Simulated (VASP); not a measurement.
# BN (hexagonal boron nitride) (P6_3/mmc) in VASP: further runs, part 2 of 2

VASP 6.6.1. Earlier steps stand in the parts before.

**3. Relaxation of cell and atoms, PBE+D3(BJ)**

This run uses another cell than the first one, of 9.04 Å³/atom, 1.004 times its volume.

Input file INCAR:

```
  PREC = Accurate
  ENCUT = 600
  EDIFF = 1E-6
  ISMEAR = 0
  SIGMA = 0.01
  LREAL = False
  LASPH = True
  NELM = 60
  ALGO = Normal
  ISIF = 3
  LWAVE = False
  LCHARG = False
  GGA = PE
  IVDW = 12
  IBRION = 2
  NSW = 80
  EDIFFG = -0.002
```

Input file KPOINTS:

```
Automatic mesh
0
Gamma
  12 12 4
```

Input file POSCAR:

```
BN
1.0
    2.5040000000      0.0000000000      0.0000000000
   -1.2520000000      2.1685276111      0.0000000000
    0.0000000000      0.0000000000      6.6610000000
B N
2 2
Direct
    0.3333333333      0.6666666667      0.2500000000
    0.6666666667      0.3333333333      0.7500000000
    0.6666666667      0.3333333333      0.2500000000
    0.3333333333      0.6666666667      0.7500000000
```

Potentials or basis: VASP PAW PBE potentials, release 64 (B, N).

Run with:

```bash
> cat potpaw_PBE.64/B/POTCAR potpaw_PBE.64/N/POTCAR > POTCAR
> mpirun -np 1 vasp_std > vasp.out
```

OUTCAR:

```text
PREC = Accurate
   ENCUT = 600
   EDIFF = 1E-6
   ISMEAR = 0
   LREAL = False
   LASPH = True
   NELM = 60
   ISIF = 3
   GGA = PE
   IVDW = 12
   IBRION = 2
   NSW = 80
   EDIFFG = -0.002
 IVDW          = 12

 ion  position               nearest neighbor table
   1  0.333  0.667  0.250-   3 1.45   3 1.45   3 1.45
   2  0.667  0.333  0.750-   4 1.45   4 1.45   4 1.45
   3  0.667  0.333  0.250-   1 1.45   1 1.45   1 1.45
   4  0.333  0.667  0.750-   2 1.45   2 1.45   2 1.45

  LATTYP: Found a hexagonal cell.
 ALAT       =     2.5040000000
 C/A-ratio  =     2.6601437700

  Lattice vectors:

 A1 = (   2.5040000000,   0.0000000000,   0.0000000000)
 A2 = (  -1.2520000000,   2.1685276111,   0.0000000000)
 A3 = (   0.0000000000,   0.0000000000,   6.6610000000)

Analysis of symmetry for initial positions (statically):
=====================================================================
 Subroutine PRICEL returns:
 Original cell was already a primitive cell.

 Routine SETGRP: Setting up the symmetry group for a
 hexagonal supercell.

 Subroutine GETGRP returns: Found 24 space group operations
 (whereof 12 operations were pure point group operations)
 out of a pool of 24 trial point group operations.

The static configuration has the point symmetry D_3d.
 The point group associated with its full space group is D_6h.

Analysis of symmetry for dynamics (positions and initial velocities):
=====================================================================
 Subroutine PRICEL returns:
 Original cell was already a primitive cell.

 Routine SETGRP: Setting up the symmetry group for a
 hexagonal supercell.

 Subroutine GETGRP returns: Found 24 space group operations
 (whereof 12 operations were pure point group operations)
 out of a pool of 24 trial point group operations.

The dynamic configuration has the point symmetry D_3d.
 The point group associated with its full space group is D_6h.

 Subroutine INISYM returns: Found 24 space group operations
 (whereof 12 operations are pure point group operations),
 and found     1 'primitive' translations

----------------------------------------------------------------------------------------

                                     Primitive cell

  volume of cell :      36.1692

  direct lattice vectors                    reciprocal lattice vectors
     2.504000000  0.000000000  0.000000000     0.399361022  0.230571194  0.000000000
    -1.252000000  2.168527611  0.000000000     0.000000000  0.461142388  0.000000000
     0.000000000  0.000000000  6.661000000     0.000000000  0.000000000  0.150127608

  length of vectors
     2.504000000  2.504000000  6.661000000     0.461142388  0.461142388  0.150127608

  position of ions in fractional coordinates (direct lattice)
     0.333333333  0.666666667  0.250000000
     0.666666667  0.333333333  0.750000000
     0.666666667  0.333333333  0.250000000
     0.333333333  0.666666667  0.750000000

  ion indices of the primitive-cell ions
   primitive index   ion index
                 1           1
                 2           2
                 3           3
                 4           4

----------------------------------------------------------------------------------------

 KPOINTS: Automatic mesh

Automatic generation of k-mesh.
 Grid dimensions read from file:
 generate k-points for:   12   12    4

[... 45 lines left out ...]
   k-points           NKPTS =     57   k-points in BZ     NKDIM =     57   number of bands    NBANDS=     12
   number of dos      NEDOS =    301   number of ions     NIONS =      4
   total plane-waves  NPLWV =  21600
   dimension x,y,z NGX =    20 NGY =   20 NGZ =   54
   dimension x,y,z NGXF=    40 NGYF=   40 NGZF=  108
   ions per type =               2   2
   NGX,Y,Z   is equivalent  to a cutoff of  13.28, 13.28, 13.48 a.u.
   NGXF,Y,Z  is equivalent  to a cutoff of  26.56, 26.56, 26.95 a.u.
 SYSTEM =  unknown system
   PREC   = accura    normal or accurate (medium, high low for compatibility)
   ISTART =      0    job   : 0-new  1-cont  2-samecut
   ICHARG =      2    charge: 1-file 2-atom 10-const
   ISPIN  =      1    spin polarized calculation?
   LNONCOLLINEAR =      F non collinear calculations
   LSORBIT =      F    spin-orbit coupling
   LASPH  =      T    aspherical Exc in radial PAW
   ENCUT  =  600.0 eV  44.10 Ry    6.64 a.u.   5.00  5.00 13.30*2*pi/ulx,y,z
   NELM   =     60;   NELMIN=  2; NELMDL= -5     # of ELM steps
   EDIFF  = 0.1E-05   stopping-criterion for ELM
   LREAL  =      F    real-space projection
   EDIFFG = -.2E-02   stopping-criterion for IOM
   NSW    =     80    number of steps for IOM
   IBRION =      2    ionic relax: 0-MD 1-quasi-New 2-CG
   NFREE  =      1    steps in history (QN), initial steepest desc. (CG)
   ISIF   =      3    stress and relaxation
   ISYM   =      2    0-nonsym 1-usesym 2-fastsym
   POTIM  = 0.5000    time-step for ionic-motion
   TEBEG  =    0.0;   TEEND  =   0.0 temperature during run
   PSTRESS=    0.0 pullay stress
   NELECT =      16.0000    total number of electrons
   NUPDOWN=      -1.0000    fix difference up-down
   EMIN   =  10.00;   EMAX   =-10.00  energy-range for DOS
   EFERMI =   0.00;   METHOD = LEGACY
   ISMEAR =     0;   SIGMA  =   0.01  broadening in eV -4-tet -1-fermi 0-gaus
   EFERMI_NEDOS =   21; number of points for ismear=-14 and -15
   IALGO  =     38    algorithm
   IMIX   =      4    mixing-type and parameters
     AMIX     =   0.40;   BMIX     =  1.00
     AMIX_MAG =   1.60;   BMIX_MAG =  1.00
  volume/ion in A,a.u.               =       9.04        61.02
  Fermi-wavevector in a.u.,A,eV,Ry     =   1.247389  2.357223 21.170385  1.555979
  Thomas-Fermi vector in A             =   2.381523
   LORBIT       =      0    0 simple, 1 ext, 2 COOP (PROOUT), +10 PAW based schemes
   GGA     = PE    functional components
   LHFCALC =     F    Hartree Fock is set to
   AEXX    =    0.0000 exact exchange contribution
   IVDW    =    12    specifies the selected vdW correction
   LEPSILON=     F    determine dielectric tensor
   LRPA    =     F    only Hartree local field effects (RPA)
 conjugate gradient relaxation of ions
 non-spin polarized calculation
 Gauss-broadening in eV      SIGMA  =   0.01
  energy-cutoff  :      600.00
  volume of cell :       36.17
 maximum number of plane-waves:      1233
 NGX is ok and might be reduce to    20
   NGX =  9   NGY =  9   NGZ = 27

--------------------------------------- Ionic step        1  -------------------------------------------

 number of electron      15.9999999 magnetization

 Free energy of the ion-electron system (eV)
  ---------------------------------------------------
  ext. energy  EPLUGINS =         0.00000000
  ---------------------------------------------------
  free energy    TOTEN  =       -35.16129554 eV

  energy without entropy =      -35.16129554  energy(sigma->0) =      -35.16129554

------------------------ aborting loop because EDIFF is reached ----------------------------------------

 Edisp (eV)   -0.56244

 E8    (eV) :    -0.1646
[... 111 lines left out ...]
  FREE ENERGIE OF THE ION-ELECTRON SYSTEM (eV)
  ---------------------------------------------------
  free  energy   TOTEN  =       -35.7240009771 eV

  energy  without entropy=      -35.7240009771  energy(sigma->0) =      -35.72400098

[... ionic steps 4 to 9 ...]

--------------------------------------- Ionic step       10  -------------------------------------------

 number of electron      15.9999998 magnetization

------------------------ aborting loop because EDIFF is reached ----------------------------------------
[... 79 lines left out ...]
--------------------------------------- Ionic step       12  -------------------------------------------

 number of electron      15.9999998 magnetization

 Free energy of the ion-electron system (eV)
  ---------------------------------------------------
  ext. energy  EPLUGINS =         0.00000000
  ---------------------------------------------------
  free energy    TOTEN  =       -35.15259415 eV

  energy without entropy =      -35.15259415  energy(sigma->0) =      -35.15259415

 E-fermi :   2.4153     XC(G=0): -10.1470

 val. band max:        2.3714708640   @ k =   0.3333   0.2500   0.0000
 cond. band min:       6.6163427198   @ k =   0.5000   0.0000   0.0000
 fundamental gap:      4.2448718558
 Fermi energy:         2.4153350992

 k-point     1 :       0.0000    0.0000    0.0000
  band No.  band energies     occupation
      1     -15.4338      2.00000
      2     -15.1101      2.00000
      3      -3.8937      2.00000
      4      -1.6344      2.00000
      5       1.0283      2.00000
      6       1.0283      2.00000
      7       1.0704      2.00000
      8       1.0704      2.00000
      9       7.7043      0.00000
     10      12.8161      0.00000
     11      13.8813      0.00000
     12      13.8813      0.00000
[... 331 lines left out ...]
 k-point    24 :       0.3333    0.0000    0.2500
  band No.  band energies     occupation
      1     -13.4158      2.00000
      2     -13.2512      2.00000
      3      -4.5218      2.00000
      4      -4.4561      2.00000
      5      -1.2148      2.00000
      6      -1.1657      2.00000
      7      -0.8493      2.00000
      8       0.4428      2.00000
      9       9.1865      0.00000
     10       9.8161      0.00000
     11      11.3776      0.00000
     12      12.5586      0.00000

 [... further k-points ...]

------------------------ aborting loop because EDIFF is reached ----------------------------------------

 Edisp (eV)   -0.57219

 E8    (eV) :    -0.1678
[... 27 lines left out ...]
  FREE ENERGIE OF THE ION-ELECTRON SYSTEM (eV)
  ---------------------------------------------------
  free  energy   TOTEN  =       -35.7247794135 eV

  energy  without entropy=      -35.7247794135  energy(sigma->0) =      -35.72477941

 reached required accuracy - stopping structural energy minimisation
```

Run time: 2 min. Hardware: 1 thread of Intel Xeon 6975P-C, shared host; peak memory 0.18 GiB.

Results:

```
Free energy                            : -35.7248 eV
Relaxed volume                         : 8.92 Å³/atom
Relaxed cell                           : a = 2.506 Å, b = 2.506 Å, c = 6.558 Å, α = 90.00°, β = 90.00°, γ = 120.00°
Space group after relaxing (to 0.05 Å) : P6_3/mmc (No. 194)
Energy gained by relaxing              : 0.3 meV/atom
Ionic steps                            : 12
Pressure after relaxing                : 0.0 GPa
Band gap on the k mesh                 : 4.24 eV, indirect (least direct gap 4.63 eV)
Dispersion energy per atom             : -0.143 eV
```

Step by step:
| step | energy change (eV) | largest force (eV/Å) | pressure (GPa) | volume (Å³) |
| --- | --- | --- | --- | --- |
| 1 | 0.0000 | 0.0000 | 0.55 | 36.17 |
| 2 | 0.0005 | 0.0000 | -1.46 | 36.33 |
| 3 | -0.0003 | 0.0000 | -0.20 | 36.23 |
| 4 | -0.0004 | 0.0000 | -0.19 | 36.19 |
| 5 | -0.0006 | 0.0000 | -0.16 | 36.07 |
| 6 | -0.0010 | 0.0000 | -0.10 | 35.83 |
| 7 | -0.0007 | 0.0000 | 0.03 | 35.34 |
| 8 | -0.0010 | 0.0000 | -0.07 | 35.69 |
| 9 | -0.0010 | 0.0000 | -0.06 | 35.67 |
| 10 | -0.0010 | 0.0000 | -0.06 | 35.68 |
| 11 | -0.0009 | 0.0000 | 0.54 | 35.62 |
| 12 | -0.0010 | 0.0000 | -0.01 | 35.67 |

Final structure:
```cif
data_structure
_symmetry_space_group_name_H-M 'P 1'
_symmetry_Int_Tables_number 1
_cell_length_a 2.5063
_cell_length_b 2.5063
_cell_length_c 6.5578
_cell_angle_alpha 90.000
_cell_angle_beta 90.000
_cell_angle_gamma 120.000
_cell_volume 35.67
loop_
_atom_site_label
_atom_site_type_symbol
_atom_site_fract_x
_atom_site_fract_y
_atom_site_fract_z
_atom_site_occupancy
B1 B 0.33333 0.66667 0.25000 1
B2 B 0.66667 0.33333 0.75000 1
N1 N 0.66667 0.33333 0.25000 1
N2 N 0.33333 0.66667 0.75000 1
```

Levels at points of the mesh, in eV from the valence-band top:
```
           k point  band 6  band 7  band 8  band 9  band 10  band 11
(0.00, 0.00, 0.00)   -1.34   -1.30   -1.30    5.33    10.44    11.51
(0.50, 0.00, 0.00)   -4.08   -1.49   -0.41    4.24     5.69     9.51
(0.00, 0.00, 0.50)   -1.32   -1.32   -1.32    7.76     7.76    11.58
(0.50, 0.00, 0.50)   -4.11   -0.92   -0.92    4.72     4.72     9.89
```
